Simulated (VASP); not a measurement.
**InGa3As4: single point with PBEsol**

The system is InGa3As4.

```xyz
64
Lattice="11.5299 0.0000 0.0000 0.0000 11.5299 0.0000 0.0000 0.0000 11.5299" Properties=species:S:1:pos:R:3 pbc="T T T"
In    0.0478   11.5141   11.5143
In    0.0132    5.7924    0.0184
In    5.7784    5.8047    0.0077
In    5.7843    5.7949    5.7744
In    8.6597    2.8964   11.4729
In    2.8691    5.7506    8.6345
In    8.6495   11.4974    2.9295
In    5.7205    2.8703    2.9085
Ga    0.0224   11.5244    5.7835
Ga   11.5171    5.7701    5.7478
Ga    5.7197   11.4827   11.4817
Ga    5.7358   11.4938    5.8034
Ga    2.8735    2.8214   11.5271
Ga    2.8354    2.8219    5.7590
Ga    2.9058    8.7006    0.0066
Ga    2.8456    8.6857    5.7314
Ga    8.7014    2.8813    5.8093
Ga    8.6232    8.6405   11.5052
Ga    8.6609    8.6504    5.7803
Ga    2.8809   11.5040    2.9014
Ga    2.8984   11.5149    8.6203
Ga    2.8367    5.7883    2.8982
Ga    8.6174   11.4989    8.5926
Ga    8.7035    5.8065    2.9400
Ga    8.6658    5.7846    8.5963
Ga    0.0503    2.9125    2.9653
Ga   11.5233    2.8471    8.5651
Ga    0.0152    8.6268    2.9176
Ga   11.4931    8.6641    8.5883
Ga    5.7575    2.7916    8.6083
Ga    5.7364    8.6637    2.8789
Ga    5.7867    8.7202    8.6460
As    1.5031    1.4955    1.5437
As    1.4434    1.4049    7.2019
As    1.5222    7.3070    1.5018
As    1.3632    7.2647    7.1165
As    7.1188    1.3474    1.3420
As    7.2073    1.4076    7.1676
As    7.2877    7.2713    1.5393
As    7.2732    7.3051    7.2829
As    4.1608    4.3387    1.4279
As    4.3172    4.1525    7.1699
As    4.3206   10.1081    1.4397
As    4.3132   10.0773    7.2005
As   10.1003    4.3219    1.5952
As   10.1163    4.3489    7.2012
As   10.0998    9.9361    1.4338
As   10.0809   10.1074    7.1727
As    4.2478    1.3356    4.4091
As    4.3146    1.4053   10.0789
As    4.2423    7.2664    4.2598
As    4.3325    7.3673   10.0755
As   10.1826    1.4968    4.4157
As   10.0928    1.4014    9.9097
As   10.1053    7.2247    4.3531
As   10.0235    7.2614   10.0086
As    1.4610    4.3498    4.3658
As    1.4047    4.1477   10.0796
As    1.4126   10.1069    4.3149
As    1.5092   10.0077    9.9867
As    7.3604    4.3187    4.3359
As    7.1764    4.3348    9.8991
As    7.1147   10.0070    4.4168
As    7.2096   10.1071   10.0857
```

```yaml
Program: VASP 6.6.1
Task: single point
Functional: PBEsol
Potentials_or_basis: VASP PAW PBE potentials, release 64 (In_d, Ga_d, As)
Cutoff: 500 eV
k_mesh: 1 × 1 × 1, shifted
Occupations: fermi-dirac, width 0.05 eV
Spin: no spin polarisation
```

- Pressure: 0.1 GPa
- Largest force: 0.021 eV/Å
- Band gap on the k mesh: 1.12 eV

Forces in eV/Å, atoms in the order of the input:
```
In   0.002  0.001  0.002
In   0.010  0.008  0.001
In   0.006  0.002  0.005
In   0.006  0.002  0.010
In   0.004  0.004 -0.002
In  -0.001 -0.011  0.002
In   0.002  0.000  0.004
In  -0.004  0.002  0.008
Ga   0.003 -0.009  0.005
Ga   0.002 -0.001 -0.004
Ga  -0.010 -0.016 -0.009
Ga   0.000  0.005 -0.005
Ga   0.003 -0.002  0.000
Ga  -0.003  0.004  0.000
Ga  -0.009  0.011 -0.001
Ga  -0.001  0.004  0.007
Ga  -0.001 -0.004  0.008
Ga  -0.001  0.004 -0.003
Ga   0.004  0.005 -0.002
Ga   0.003  0.003  0.000
Ga   0.001 -0.002 -0.006
Ga  -0.006 -0.004  0.007
Ga   0.003  0.002  0.003
Ga  -0.003  0.007  0.003
Ga   0.005 -0.002 -0.005
Ga   0.001  0.001  0.001
Ga   0.005  0.002 -0.007
Ga   0.003  0.000  0.010
Ga   0.000  0.008  0.001
Ga   0.005  0.004  0.001
Ga   0.005  0.006 -0.003
Ga  -0.004  0.002 -0.005
As  -0.005 -0.001  0.010
As  -0.002  0.001  0.002
As   0.003  0.006 -0.005
As   0.004 -0.007 -0.008
As   0.011  0.007  0.002
As   0.000 -0.003 -0.008
As   0.001  0.000  0.006
As  -0.004  0.006  0.001
As   0.001 -0.001 -0.010
As  -0.006  0.004 -0.005
As   0.004 -0.003  0.004
As  -0.001 -0.004  0.004
As   0.005 -0.016 -0.001
As  -0.003  0.002  0.001
As   0.006  0.005 -0.008
As   0.002 -0.002 -0.005
As   0.003 -0.011  0.000
As   0.001  0.005  0.003
As  -0.003 -0.012  0.000
As   0.004 -0.003 -0.008
As  -0.004  0.002 -0.007
As  -0.015 -0.007  0.006
As   0.001  0.001  0.001
As   0.002 -0.007 -0.010
As   0.002  0.005  0.002
As  -0.008  0.002  0.003
As  -0.006  0.000 -0.004
As   0.001 -0.012  0.004
As  -0.002  0.005 -0.012
As  -0.013  0.000 -0.002
As  -0.006  0.002  0.007
As   0.001 -0.001  0.009
```

Stress tensor (GPa, compression positive):
```
 0.04 -0.66 -0.65
-0.66  0.07 -0.67
-0.65 -0.67  0.07
```

Levels at points of the mesh, in eV from the valence-band top:
```csv
k point,band 284,band 285,band 286,band 287,band 288,band 289,band 290,band 291,band 292,band 293
"(0.25, 0.25, 0.25)",-0.50,-0.48,-0.46,-0.02,0.00,1.12,1.47,1.77,1.78,1.81
```

Wall time 13 min on 1 thread of Intel(R) Xeon(R) 6975P-C (Granite Rapids), with other jobs on the host, peak memory 1.3 GiB.

Caveat: the PAW data sets were made with another functional, which shifts forces and pressure a little; spin-orbit coupling is left out, which moves the levels of the heavy elements; a shifted mesh leaves out Γ, where band edges can lie. A k mesh can miss the band edges.
